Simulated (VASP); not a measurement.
# Re (P6_3/mmc) in VASP: a series of runs

Re is run at these levels: LDA; tasks: single point.

Program: VASP 6.6.1. These are calculated values, not measurements. Logs are shortened: lines on timing, memory, paths and dates and some standing lists are left out, and cuts for length are marked.

### Step 1. The cell of the first run

It takes space group P6_3/mmc (No. 194, hexagonal). Conventional cell: a = 2.761 Å, b = 2.761 Å, c = 4.458 Å, α = 90.00°, β = 90.00°, γ = 120.00°. Within 3.6 Å of Re (site symmetry -6m2) lie 12 Re at 2.74 to 2.76 Å.

### Step 2. Single point, LDA

INCAR reads:

```
SYSTEM = Re
ALGO     = Normal         ! electronic algorithm
EDIFF    = 1E-6           ! SCF threshold, eV
ENCUT    = 520            ! plane-wave cutoff, eV
GGA      = CA             ! functional
ISIF     = 2              ! what is computed and relaxed
ISMEAR   = -1             ! smearing method
LASPH    = .True.         ! aspherical terms in the spheres
LCHARG   = .False.        ! write CHGCAR
LREAL    = .False.        ! projectors in reciprocal space
LWAVE    = .False.        ! write WAVECAR
NBANDS   = 14             ! bands
NELM     = 80             ! most SCF steps
PREC     = Accurate       ! precision mode
SIGMA    = 0.05           ! smearing width, eV
```

KPOINTS reads:

```
k-points
0
Gamma
  9 9 5
  0 0 0
```

POSCAR reads:

```
Re
1.0
    2.7608000000      0.0000000000      0.0000000000
   -1.3804000000      2.3909229348      0.0000000000
    0.0000000000      0.0000000000      4.4582000000
Re
2
Direct
    0.3333334121      0.6666668243      0.2500000000
    0.6666666015      0.3333332030      0.7500000000
```

Potentials or basis: VASP PAW LDA potentials, release 64 (Re).

Command:

```console
$ cat potpaw_LDA.64/Re/POTCAR > POTCAR
$ mpirun -np 1 vasp_std > vasp.out
```

OUTCAR:

```text
SYSTEM = Re
   EDIFF = 1E-6
   ENCUT = 520
   GGA = CA
   ISIF = 2
   ISMEAR = -1
   LASPH = .True.
   LREAL = .False.
   NELM = 80
   PREC = Accurate

 ion  position               nearest neighbor table
   1  0.333  0.667  0.250-   2 2.74   2 2.74   2 2.74   2 2.74   2 2.74   2 2.74
   2  0.667  0.333  0.750-   1 2.74   1 2.74   1 2.74   1 2.74   1 2.74   1 2.74

  LATTYP: Found a hexagonal cell.
 ALAT       =     2.7608000000
 C/A-ratio  =     1.6148217908

  Lattice vectors:

 A1 = (   2.7608000000,   0.0000000000,   0.0000000000)
 A2 = (  -1.3804000000,   2.3909229348,   0.0000000000)
 A3 = (   0.0000000000,   0.0000000000,   4.4582000000)

Analysis of symmetry for initial positions (statically):
=====================================================================
 Subroutine PRICEL returns:
 Original cell was already a primitive cell.

 Routine SETGRP: Setting up the symmetry group for a
 hexagonal supercell.

 Subroutine GETGRP returns: Found 24 space group operations
 (whereof 12 operations were pure point group operations)
 out of a pool of 24 trial point group operations.

The static configuration has the point symmetry D_3d.
 The point group associated with its full space group is D_6h.

Analysis of symmetry for dynamics (positions and initial velocities):
=====================================================================
 Subroutine PRICEL returns:
 Original cell was already a primitive cell.

 Routine SETGRP: Setting up the symmetry group for a
 hexagonal supercell.

 Subroutine GETGRP returns: Found 24 space group operations
 (whereof 12 operations were pure point group operations)
 out of a pool of 24 trial point group operations.

The dynamic configuration has the point symmetry D_3d.
 The point group associated with its full space group is D_6h.

 Subroutine INISYM returns: Found 24 space group operations
 (whereof 12 operations are pure point group operations),
 and found     1 'primitive' translations

----------------------------------------------------------------------------------------

                                     Primitive cell

  volume of cell :      29.4280

  direct lattice vectors                    reciprocal lattice vectors
     2.760800000  0.000000000  0.000000000     0.362213851  0.209124264  0.000000000
    -1.380400000  2.390922935  0.000000000     0.000000000  0.418248529  0.000000000
     0.000000000  0.000000000  4.458200000     0.000000000  0.000000000  0.224305774

  length of vectors
     2.760800000  2.760800000  4.458200000     0.418248529  0.418248529  0.224305774

  position of ions in fractional coordinates (direct lattice)
     0.333333412  0.666666824  0.250000000
     0.666666601  0.333333203  0.750000000

  ion indices of the primitive-cell ions
   primitive index   ion index
                 1           1
                 2           2

----------------------------------------------------------------------------------------

 KPOINTS: k-points

Automatic generation of k-mesh.
 Grid dimensions read from file:
 generate k-points for:    9    9    5

 Generating k-lattice:

  Cartesian coordinates                     Fractional coordinates (reciprocal lattice)
     0.040245983  0.023236029  0.000000000     0.111111111 -0.000000000  0.000000000
     0.000000000  0.046472059  0.000000000     0.000000000  0.111111111  0.000000000
     0.000000000  0.000000000  0.044861155     0.000000000  0.000000000  0.200000000

  Length of vectors
     0.046472059  0.046472059  0.044861155

  Shift w.r.t. Gamma in fractional coordinates (k-lattice)
     0.000000000  0.000000000  0.000000000

 Subroutine IBZKPT returns following result:
 ===========================================

 Found     36 irreducible k-points:

 Following reciprocal coordinates:
            Coordinates               Weight
  0.000000  0.000000  0.000000      1.000000
  0.111111 -0.000000  0.000000      6.000000
  0.222222 -0.000000  0.000000      6.000000
  0.333333 -0.000000  0.000000      6.000000
  0.444444 -0.000000  0.000000      6.000000
  0.111111  0.111111  0.000000      6.000000
[... 16 lines left out ...]
  0.333333  0.222222  0.200000     24.000000
  0.333333  0.333333  0.200000      4.000000
 [... further k-points ...]
   k-points           NKPTS =     36   k-points in BZ     NKDIM =     36   number of bands    NBANDS=     14
   number of dos      NEDOS =    301   number of ions     NIONS =      2
   total plane-waves  NPLWV =  20736
   dimension x,y,z NGX =    24 NGY =   24 NGZ =   36
   dimension x,y,z NGXF=    48 NGYF=   48 NGZF=   72
   ions per type =               2
   NGX,Y,Z   is equivalent  to a cutoff of  14.45, 14.45, 13.42 a.u.
   NGXF,Y,Z  is equivalent  to a cutoff of  28.90, 28.90, 26.85 a.u.
 SYSTEM =  Re
   PREC   = accura    normal or accurate (medium, high low for compatibility)
   ISTART =      0    job   : 0-new  1-cont  2-samecut
   ICHARG =      2    charge: 1-file 2-atom 10-const
   ISPIN  =      1    spin polarized calculation?
   LNONCOLLINEAR =      F non collinear calculations
   LSORBIT =      F    spin-orbit coupling
   LASPH  =      T    aspherical Exc in radial PAW
   ENCUT  =  520.0 eV  38.22 Ry    6.18 a.u.   5.13  5.13  8.29*2*pi/ulx,y,z
   NELM   =     80;   NELMIN=  2; NELMDL= -5     # of ELM steps
   EDIFF  = 0.1E-05   stopping-criterion for ELM
   LREAL  =      F    real-space projection
   EDIFFG = 0.1E-04   stopping-criterion for IOM
   NSW    =      0    number of steps for IOM
   IBRION =     -1    ionic relax: 0-MD 1-quasi-New 2-CG
   NFREE  =      0    steps in history (QN), initial steepest desc. (CG)
   ISIF   =      2    stress and relaxation
   ISYM   =      2    0-nonsym 1-usesym 2-fastsym
   POTIM  = 0.5000    time-step for ionic-motion
   TEBEG  =    0.0;   TEEND  =   0.0 temperature during run
   PSTRESS=    0.0 pullay stress
   NELECT =      14.0000    total number of electrons
   NUPDOWN=      -1.0000    fix difference up-down
   EMIN   =  10.00;   EMAX   =-10.00  energy-range for DOS
   EFERMI =   0.00;   METHOD = LEGACY
   ISMEAR =    -1;   SIGMA  =   0.05  broadening in eV -4-tet -1-fermi 0-gaus
   EFERMI_NEDOS =   21; number of points for ismear=-14 and -15
   IALGO  =     38    algorithm
   IMIX   =      4    mixing-type and parameters
     AMIX     =   0.40;   BMIX     =  1.00
     AMIX_MAG =   1.60;   BMIX_MAG =  1.00
  volume/ion in A,a.u.               =      14.71        99.29
  Fermi-wavevector in a.u.,A,eV,Ry     =   1.278000  2.415070 22.222174  1.633284
  Thomas-Fermi vector in A             =   2.410568
   LORBIT       =      0    0 simple, 1 ext, 2 COOP (PROOUT), +10 PAW based schemes
   GGA     = CA    functional components
   LHFCALC =     F    Hartree Fock is set to
   AEXX    =    0.0000 exact exchange contribution
   IVDW    =     0    specifies the selected vdW correction
   LEPSILON=     F    determine dielectric tensor
   LRPA    =     F    only Hartree local field effects (RPA)
 non-spin polarized calculation
  energy-cutoff  :      520.00
  volume of cell :       29.43
 maximum number of plane-waves:       814
 NGX is ok and might be reduce to    24
   NGX = 11   NGY = 11   NGZ = 17

 number of electron      14.0000000 magnetization

 Free energy of the ion-electron system (eV)
  ---------------------------------------------------
  ext. energy  EPLUGINS =         0.00000000
  ---------------------------------------------------
  free energy    TOTEN  =       -27.51430579 eV

  energy without entropy =      -27.49560924  energy(sigma->0) =      -27.50495751

 E-fermi :   7.8161     XC(G=0): -13.8412

 val. band max:        7.8075201926   @ k =   0.4444  -0.0000   0.4000
 cond. band min:       7.8208701634   @ k =   0.3333   0.3333   0.0000
 fundamental gap:      0.0133499708
 Fermi energy:         7.8160990787

 k-point     1 :       0.0000    0.0000    0.0000
  band No.  band energies     occupation
      1      -1.9474      2.00000
      2       1.2407      2.00000
      3       6.2437      2.00000
      4       6.2484      2.00000
      5       6.2484      2.00000
      6       7.0846      2.00000
      7       7.0846      2.00000
      8       8.0084      0.04181
      9       8.0084      0.04180
     10       8.5878      0.00000
     11      11.1939      0.00000
     12      11.1940      0.00000
     13      17.8732      0.00000
     14      22.0641      0.00000

 k-point     2 :       0.1111   -0.0000    0.0000
  band No.  band energies     occupation
      1      -1.4495      2.00000
      2       1.6981      2.00000
      3       5.4574      2.00000
      4       6.6930      2.00000
      5       6.7096      2.00000
      6       6.8943      2.00000
      7       6.9785      2.00000
      8       7.5198      1.99467
      9       7.6484      1.93244
     10       7.9165      0.23664
     11      11.4310      0.00000
     12      13.0204      0.00000
     13      17.8238      0.00000
     14      23.1341      0.00000

 k-point     3 :       0.2222   -0.0000    0.0000
  band No.  band energies     occupation
      1      -0.1466      2.00000
      2       2.5588      2.00000
      3       4.8266      2.00000
      4       4.9379      2.00000
      5       6.1114      2.00000
      6       6.9308      2.00000
      7       7.3580      1.99979
      8       8.0235      0.03112
      9       8.0529      0.01738
     10       8.7436      0.00000
     11      11.8264      0.00000
     12      15.7983      0.00000
     13      17.4656      0.00000
     14      23.8175      0.00000
[... 324 lines left out ...]
 k-point    23 :       0.3333    0.2222    0.2000
  band No.  band energies     occupation
      1       2.4801      2.00000
      2       3.4625      2.00000
      3       3.6384      2.00000
      4       4.3164      2.00000
      5       5.5597      2.00000
      6       6.3398      2.00000
      7       7.4968      1.99664
      8      10.1272      0.00000
      9      10.5759      0.00000
     10      11.9782      0.00000
     11      14.4545      0.00000
     12      15.6782      0.00000
     13      18.2146      0.00000
     14      18.9698      0.00000

 k-point    24 :       0.3333    0.3333    0.2000
  band No.  band energies     occupation
      1       2.9529      2.00000
      2       3.6407      2.00000
      3       3.6407      2.00000
      4       4.5377      2.00000
      5       5.7109      2.00000
      6       5.7109      2.00000
      7       7.7238      1.72730
      8      10.1189      0.00000
      9      11.0591      0.00000
     10      11.0591      0.00000
     11      14.9720      0.00000
     12      14.9720      0.00000
     13      17.6216      0.00000
     14      21.7086      0.00000

 [... further k-points ...]

------------------------ aborting loop because EDIFF is reached ----------------------------------------

  FORCE on cell =-STRESS in cart. coord.  units (eV):
  Direction    XX          YY          ZZ          XY          YZ          ZX
  --------------------------------------------------------------------------------------
  -------------------------------------------------------------------------------------
  Total       -1.4469283     -1.4469283     -1.9604927     -0.0000000      0.0000000      0.0000000
  in kB      -78.7766524    -78.7766524   -106.7371829     -0.0000000      0.0000000      0.0000000
  external PRESSURE =     -88.0968292 kB  Pullay stress =       0.0000000 kB

 VOLUME and BASIS-vectors are now :
 -----------------------------------------------------------------------------
  energy-cutoff  :      520.00
  volume of cell :       29.43
      direct lattice vectors                 reciprocal lattice vectors
     2.760800000  0.000000000  0.000000000     0.362213851  0.209124264  0.000000000
    -1.380400000  2.390922935  0.000000000     0.000000000  0.418248529  0.000000000
     0.000000000  0.000000000  4.458200000     0.000000000  0.000000000  0.224305774

 POSITION                                       TOTAL-FORCE (eV/Angst)
 -----------------------------------------------------------------------------------
     -0.00000      1.59395      1.11455        -0.000000      0.000000      0.000000
      1.38040      0.79697      3.34365         0.000000      0.000000      0.000000
 -----------------------------------------------------------------------------------
    total drift:                                0.000000      0.000001      0.000001

  FREE ENERGIE OF THE ION-ELECTRON SYSTEM (eV)
  ---------------------------------------------------
  free  energy   TOTEN  =       -27.5143057926 eV

  energy  without entropy=      -27.4956092366  energy(sigma->0) =      -27.50495751
```

Run time: 19 s. Hardware: 1 thread of AMD EPYC 7R43 (Zen 3), shared host; peak memory 0.11 GiB.

Results:

- Free energy: -27.5143 eV
- Pressure: -8.8 GPa
- Band gap on the k mesh: zero (bands 7 and 8 overlap by 2.81 eV)

Stress tensor (GPa, compression positive):
```
 -7.88   0.00   0.00
  0.00  -7.88   0.00
  0.00   0.00 -10.67
```

Caveat: the cell stands under tension; spin-orbit coupling is left out, which moves the levels of the heavy elements.

### Step 3. Single point, LDA

INCAR reads:

```
SYSTEM = Re
PREC = Accurate
ENCUT = 520
EDIFF = 1E-7
ISMEAR = -1
SIGMA = 0.05
LREAL = .False.
LASPH = .True.
NELM = 60
ALGO = Normal
ISIF = 2
LWAVE = .False.
LCHARG = .False.
GGA = CA
NBANDS = 14
```

KPOINTS reads:

```
Automatic mesh
0
Gamma
  9 9 5
  0 0 0
```

Changes to POSCAR since step 2:

```diff
@@ -9,2 +9,2 @@
     0.3333334121      0.6666668243      0.2500000000
-    0.6666666015      0.3333332030      0.7500000000
+    1.6666666015      0.3333332030      0.7500000000
```

Potentials or basis: VASP PAW LDA potentials, release 64 (Re).

Command:

```console
$ cat potpaw_LDA.64/Re/POTCAR > POTCAR
$ mpirun -np 1 vasp_std > vasp.out
```

Wall time 21 s (1 thread of AMD EPYC 7R43 (Zen 3), shared host); peak memory 0.11 GiB.

Results (log left out):

```
Free energy            : -27.5143 eV
Pressure               : -8.8 GPa
Band gap on the k mesh : zero (bands 7 and 8 overlap by 2.81 eV)
```

Stress tensor (GPa, compression positive):
```
 -7.88   0.00   0.00
  0.00  -7.88   0.00
  0.00   0.00 -10.68
```

Levels at points of the mesh, in eV from the Fermi level:
```
           k point  band 5  band 6  band 7  band 8  band 9  band 10
(0.00, 0.00, 0.00)   -1.57   -0.73   -0.73    0.19    0.19     0.77
```

Caveat: the cell stands under tension; spin-orbit coupling is left out, which moves the levels of the heavy elements.
